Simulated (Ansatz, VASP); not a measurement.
Ca: VASP beside Ansatz

Contents of INCAR:

```
ALGO = Normal ; EDIFF = 1E-6
EDIFFG = -0.01 ; ENCUT = 600
GGA = PE ; IBRION = 2
ISIF = 3 ; ISMEAR = -1
LASPH = T ; LCHARG = F
LREAL = F ; LWAVE = F
NELM = 60 ; NSW = 80
PREC = Accurate ; SIGMA = 0.1
```

The input KPOINTS:

```
k-points
0
Gamma
  10 10 10
```

POSCAR

```
Ca
1.0
   -2.2177580097      2.2177580097      2.2177580097
    2.2177580097     -2.2177580097      2.2177580097
    2.2177580097      2.2177580097     -2.2177580097
Ca
1
Direct
    0.0000000000      0.0000000000      0.0000000000
```

Input for Ansatz:

```yaml
crystal:
  lattice:
    - [-2.2177580097, 2.2177580097, 2.2177580097]
    - [2.2177580097, -2.2177580097, 2.2177580097]
    - [2.2177580097, 2.2177580097, -2.2177580097]
  atoms:
    - { symbol: Ca, position: [0.0, 0.0, 0.0] }
hamiltonian:
  xc: pbe
  pseudopotentials:
    kind: paw
    azcp:
      Ca: "pseudopotentials/Ca.paw.azcp"
basis:
  ecutwfc: 420
  fft_grid_basis: typed
kpoints:
  mp_grid: { grid: [10, 10, 10], shift: [0, 0, 0] }
magnetization:
  spin_polarized: false
scf:
  occupations: { method: fermi_dirac, width: 0.1 }
relax:
  max_steps: 60
  f_tol: 0.01
  cell: {}
```

Alike in both runs: task relaxation of cell and atoms; functional PBE; k mesh 10 × 10 × 10; occupations fermi-dirac, width 0.1 eV; no spin polarisation.

|  | VASP | Ansatz |
| --- | --- | --- |
| version | VASP 6.6.1 | Ansatz 0.2.0 |
| potentials or method | VASP PAW PBE potentials, release 64 (Ca_sv), cutoff 600 eV | plane waves (420 eV) with PAW, scalar-relativistic |
| valence electrons in the cell | 10 | 10 |

|  | VASP | Ansatz | Ansatz less VASP |
| --- | --- | --- | --- |
| relaxed volume (Å³/atom) | 42.18 | 42.14 | -0.036 |
| relaxed cell length with the largest relative difference (Å) | 3.798 | 3.797 | -0.0011 |
